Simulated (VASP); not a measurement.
A run of VASP 6.6.1 is set up as follows.

INCAR

```
  PREC = Accurate
  ENCUT = 500
  EDIFF = 1E-6
  ISMEAR = 0
  SIGMA = 0.1
  LREAL = F
  LASPH = T
  NELM = 120
  ALGO = Normal
  ISIF = 2
  LWAVE = F
  LCHARG = T
  GGA = PS
  LELF = T
  LVHAR = T
  NBANDS = 12
  GGA_COMPAT = F
```

Contents of KPOINTS:

```
Automatic mesh
0
Gamma
  6 6 6
```

POSCAR

```
Ag
1.0
    0.0000000000      2.0273484231      2.0273484231
    2.0273484231      0.0000000000      2.0273484231
    2.0273484231      2.0273484231      0.0000000000
Ag
1
Direct
    0.0000000000      0.0000000000      0.0000000000
```

Potentials or basis: VASP PAW PBE potentials, release 64 (Ag).

The run is started by

```console
$ cat potpaw_PBE.64/Ag/POTCAR > POTCAR
$ mpirun -np 1 vasp_std > vasp.out
```

(1) Predict the pressure.

Answers

(1) 0.6 GPa.

Caveat: the k points lie up to 0.45 Å⁻¹ apart; the PAW data sets were made with another functional, which shifts forces and pressure a little.
